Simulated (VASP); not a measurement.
# MgO2 (I4/mcm) in VASP: single point with r2SCAN

Aim: the single point of MgO2 with r2SCAN.

Everything below comes from runs of VASP 6.6.1. Logs are shortened: lines on timing, memory, paths and dates and some standing lists are left out, and cuts for length are marked.

## Step 1: The cell of the first run

It takes space group I4/mcm (No. 140, tetragonal). Conventional cell: a = 4.506 Å, b = 4.506 Å, c = 5.591 Å, α = 90.00°, β = 90.00°, γ = 90.00°. Within 3.0 Å of Mg (site symmetry 422) lie 8 O at 2.28 Å and 2 Mg at 2.80 Å. Within 2.0 Å of O (site symmetry m2m) lie 1 O at 1.50 Å.

## Step 2: Single point, r2SCAN (9.46 Å³/atom)

The input, POSCAR:

```
MgO2
1.0
   -2.2532441422      2.2532441422      2.7953613108
    2.2532441422     -2.2532441422      2.7953613108
    2.2532441422      2.2532441422     -2.7953613108
Mg O
2 4
Direct
    0.2500000000      0.2500000000      0.0000000000
    0.7500000000      0.7500000000      0.0000000000
    0.1180088148      0.6180088148      0.7360176297
    0.6180088148      0.8819911852      0.5000000000
    0.8819911852      0.3819911852      0.2639823703
    0.3819911852      0.1180088148      0.5000000000
```

The input, INCAR.step1:

```
  PREC = Accurate
  ENCUT = 920
  ISMEAR = 0
  SIGMA = 0.02
  LREAL = False
  LASPH = True
  NELM = 120
  NBANDS = 31
  GGA = PE
  ALGO = Normal
  EDIFF = 1E-5
  LWAVE = True
  LCHARG = False
  GGA_COMPAT = False
```

The input, INCAR.step2:

```
  PREC = Accurate
  ENCUT = 920
  EDIFF = 1E-6
  ISMEAR = 0
  SIGMA = 0.02
  LREAL = False
  LASPH = True
  NELM = 120
  ALGO = Normal
  ISIF = 2
  LWAVE = False
  LCHARG = False
  METAGGA = R2SCAN
  LMIXTAU = True
  NBANDS = 31
  ISTART = 1
  GGA_COMPAT = False
```

The input, KPOINTS:

```
regular mesh
0
Gamma
  8 8 8
```

Potentials or basis: VASP PAW PBE potentials, release 64 (Mg_sv, O).

On the command line:

```
> cat potpaw_PBE.64/Mg_sv/POTCAR potpaw_PBE.64/O/POTCAR > POTCAR
> cp INCAR.step1 INCAR
> mpirun -np 1 vasp_std > vasp.out
> cp INCAR.step2 INCAR
> mpirun -np 1 vasp_std > vasp.out
```

OUTCAR:

```text
PREC = Accurate
   ENCUT = 920
   EDIFF = 1E-6
   ISMEAR = 0
   LREAL = False
   LASPH = True
   NELM = 120
   ISIF = 2
   METAGGA = R2SCAN
   ISTART = 1

 ion  position               nearest neighbor table
   1  0.250  0.250  0.000-
   2  0.750  0.750  0.000-
   3  0.118  0.618  0.736-   5 1.50
   4  0.618  0.882  0.500-   6 1.50
   5  0.882  0.382  0.264-   3 1.50
   6  0.382  0.118  0.500-   4 1.50

  LATTYP: Found a body centered tetragonal cell.
 ALAT       =     4.5064882844
 C/A-ratio  =     1.2405940654

  Lattice vectors:

 A1 = (  -2.2532441422,   2.2532441422,   2.7953613108)
 A2 = (   2.2532441422,  -2.2532441422,   2.7953613108)
 A3 = (   2.2532441422,   2.2532441422,  -2.7953613108)

Analysis of symmetry for initial positions (statically):
=====================================================================
 Subroutine PRICEL returns:
 Original cell was already a primitive cell.

 Routine SETGRP: Setting up the symmetry group for a
 body centered tetragonal supercell.

 Subroutine GETGRP returns: Found 16 space group operations
 (whereof  8 operations were pure point group operations)
 out of a pool of 16 trial point group operations.

The static configuration has the point symmetry C_4h.
 The point group associated with its full space group is D_4h.

Analysis of symmetry for dynamics (positions and initial velocities):
=====================================================================
 Subroutine PRICEL returns:
 Original cell was already a primitive cell.

 Routine SETGRP: Setting up the symmetry group for a
 body centered tetragonal supercell.

 Subroutine GETGRP returns: Found 16 space group operations
 (whereof  8 operations were pure point group operations)
 out of a pool of 16 trial point group operations.

The dynamic configuration has the point symmetry C_4h.
 The point group associated with its full space group is D_4h.

 Subroutine INISYM returns: Found 16 space group operations
 (whereof  8 operations are pure point group operations),
 and found     1 'primitive' translations

----------------------------------------------------------------------------------------

                                     Primitive cell

[... 90 lines left out ...]
   ISTART =      1    job   : 0-new  1-cont  2-samecut
   ICHARG =      0    charge: 1-file 2-atom 10-const
   ISPIN  =      1    spin polarized calculation?
   LNONCOLLINEAR =      F non collinear calculations
   LSORBIT =      F    spin-orbit coupling
   LASPH  =      T    aspherical Exc in radial PAW
   ENCUT  =  920.0 eV  67.62 Ry    8.22 a.u.  10.48 10.48 10.48*2*pi/ulx,y,z
   NELM   =    120;   NELMIN=  2; NELMDL=  0     # of ELM steps
   EDIFF  = 0.1E-05   stopping-criterion for ELM
   LREAL  =      F    real-space projection
[... 7 lines left out ...]
   TEBEG  =    0.0;   TEEND  =   0.0 temperature during run
   PSTRESS=    0.0 pullay stress
   NELECT =      44.0000    total number of electrons
   NUPDOWN=      -1.0000    fix difference up-down
   EMIN   =  10.00;   EMAX   =-10.00  energy-range for DOS
   EFERMI =   0.00;   METHOD = LEGACY
   ISMEAR =     0;   SIGMA  =   0.02  broadening in eV -4-tet -1-fermi 0-gaus
   EFERMI_NEDOS =   21; number of points for ismear=-14 and -15
   IALGO  =     38    algorithm
   IMIX   =      4    mixing-type and parameters
     AMIX     =   0.40;   BMIX     =  1.00
     AMIX_MAG =   1.60;   BMIX_MAG =  1.00
  volume/ion in A,a.u.               =       9.46        63.85
  Fermi-wavevector in a.u.,A,eV,Ry     =   1.503791  2.841754 30.768056  2.261388
  Thomas-Fermi vector in A             =   2.614855
   LORBIT       =      0    0 simple, 1 ext, 2 COOP (PROOUT), +10 PAW based schemes
   METAGGA = R2SCAN    functional components
   LHFCALC =     F    Hartree Fock is set to
   AEXX    =    0.0000 exact exchange contribution
   IVDW    =     0    specifies the selected vdW correction
   LEPSILON=     F    determine dielectric tensor
   LRPA    =     F    only Hartree local field effects (RPA)
 non-spin polarized calculation
 Gauss-broadening in eV      SIGMA  =   0.02
  energy-cutoff  :      920.00
  volume of cell :       56.77
 maximum number of plane-waves:      3624
 NGX is ok and might be reduce to    42
   NGX = 21   NGY = 21   NGZ = 21

 number of electron      44.0000014 magnetization

 Free energy of the ion-electron system (eV)
  ---------------------------------------------------
  ext. energy  EPLUGINS =         0.00000000
  ---------------------------------------------------
  free energy    TOTEN  =       -42.15133071 eV

  energy without entropy =      -42.15133071  energy(sigma->0) =      -42.15133071

 E-fermi :   4.0019     XC(G=0): -11.7338

 val. band max:        3.7508470655   @ k =   0.5000   0.5000   0.5000
 cond. band min:       7.0223363071   @ k =  -0.2500   0.2500   0.1250
 fundamental gap:      3.2714892416
 Fermi energy:         4.0018940736

 k-point     1 :       0.0000    0.0000    0.0000
  band No.  band energies     occupation
      1     -74.0065      2.00000
      2     -73.9993      2.00000
      3     -39.1636      2.00000
      4     -39.1124      2.00000
      5     -39.1124      2.00000
      6     -39.1055      2.00000
[... 805 lines left out ...]
     30      15.1640      0.00000
     31      19.1307      0.00000

 [... further k-points ...]

------------------------ aborting loop because EDIFF is reached ----------------------------------------

  FORCE on cell =-STRESS in cart. coord.  units (eV):
  Direction    XX          YY          ZZ          XY          YZ          ZX
  --------------------------------------------------------------------------------------
  -------------------------------------------------------------------------------------
  Total       -3.9769138     -3.9769138     -4.2733644      0.0000000     -0.0000000      0.0000000
  in kB     -112.2386209   -112.2386209   -120.6052102      0.0000000     -0.0000000      0.0000000
  external PRESSURE =    -115.0274840 kB  Pullay stress =       0.0000000 kB

 VOLUME and BASIS-vectors are now :
 -----------------------------------------------------------------------------
  energy-cutoff  :      920.00
  volume of cell :       56.77
      direct lattice vectors                 reciprocal lattice vectors
    -2.253244142  2.253244142  2.795361311     0.000000000  0.221902274  0.178867754
     2.253244142 -2.253244142  2.795361311     0.221902274  0.000000000  0.178867754
     2.253244142  2.253244142 -2.795361311     0.221902274  0.221902274  0.000000000

 POSITION                                       TOTAL-FORCE (eV/Angst)
 -----------------------------------------------------------------------------------
      0.00000      0.00000      1.39768        -0.000000      0.000000      0.000000
      0.00000      0.00000      4.19304        -0.000000      0.000000      0.000000
      2.78505      0.53181     -0.00000         0.137333      0.137333     -0.000000
      1.72144      0.53181      2.79536        -0.137333      0.137333      0.000000
     -0.53181      1.72144      2.79536        -0.137333     -0.137333      0.000000
      0.53181      1.72144      0.00000         0.137333     -0.137333      0.000000
 -----------------------------------------------------------------------------------
    total drift:                               -0.000000      0.000000     -0.000000

  FREE ENERGIE OF THE ION-ELECTRON SYSTEM (eV)
  ---------------------------------------------------
  free  energy   TOTEN  =       -42.1513307109 eV

  energy  without entropy=      -42.1513307109  energy(sigma->0) =      -42.15133071
```

OSZICAR.step1:

```text
N       E                     dE             d eps       ncg     rms          rms(c)
DAV:   1     0.590099318278E+03    0.59010E+03   -0.37629E+04  3674   0.241E+03
DAV:   2     0.137571557007E+02   -0.57634E+03   -0.55657E+03  4186   0.612E+02
DAV:   3    -0.300862774822E+02   -0.43843E+02   -0.43268E+02  5553   0.143E+02
DAV:   4    -0.339815107542E+02   -0.38952E+01   -0.38582E+01  4962   0.348E+01
DAV:   5    -0.342566718114E+02   -0.27516E+00   -0.27514E+00  4500   0.559E+00    0.134E+01
DAV:   6    -0.319471136112E+02    0.23096E+01   -0.41739E+00  4402   0.127E+01    0.598E+00
DAV:   7    -0.317302929408E+02    0.21682E+00   -0.51525E-01  4759   0.454E+00    0.257E+00
DAV:   8    -0.316998293202E+02    0.30464E-01   -0.12556E-01  4183   0.246E+00    0.341E-01
DAV:   9    -0.317002403502E+02   -0.41103E-03   -0.22164E-02  4907   0.856E-01    0.253E-01
DAV:  10    -0.316996130821E+02    0.62727E-03   -0.31565E-03  4080   0.363E-01    0.655E-02
DAV:  11    -0.316996963439E+02   -0.83262E-04   -0.11561E-04  3831   0.861E-02    0.227E-02
DAV:  12    -0.316996930421E+02    0.33018E-05   -0.24525E-05  3873   0.369E-02
   1 F= -.31699693E+02 E0= -.31699693E+02  d E =-.517231E-26
```

It took 14 min on 1 thread of Intel Xeon Platinum 8259CL at 2.50GHz (Skylake/Cascade Lake), shared host; peak memory 0.39 GiB.

Results:

- Free energy: -42.1513 eV
- Pressure: -11.5 GPa
- Largest force: 0.194 eV/Å
- Band gap on the k mesh: 3.27 eV (least direct gap 4.17 eV)

Forces on the atoms (eV/Å):
```
Mg   0.000  0.000  0.000
Mg   0.000  0.000  0.000
O    0.137  0.137  0.000
O   -0.137  0.137  0.000
O   -0.137 -0.137  0.000
O    0.137 -0.137  0.000
```

Stress tensor (GPa, compression positive):
```
-11.22   0.00   0.00
  0.00 -11.22   0.00
  0.00   0.00 -12.06
```

Levels at points of the mesh, in eV from the valence-band top:
```
           k point  band 19  band 20  band 21  band 22  band 23  band 24  band 25  band 26
(0.00, 0.00, 0.00)    -3.75    -2.42    -2.42    -0.24     4.68     4.68     4.86    10.04
(0.50, 0.00, 0.00)    -1.85    -1.85    -1.63    -1.63     3.61     3.61     8.12     8.12
(0.50, 0.50, 0.00)    -2.87    -1.77    -1.51    -1.14     4.12     4.59     7.83     8.02
(0.50, 0.50, 0.50)    -3.53    -1.16    -1.16     0.00     4.37     4.37     9.11     9.70
```

Caveat: the cell stands under tension; the PAW data sets were made with another functional, which shifts forces and pressure a little.
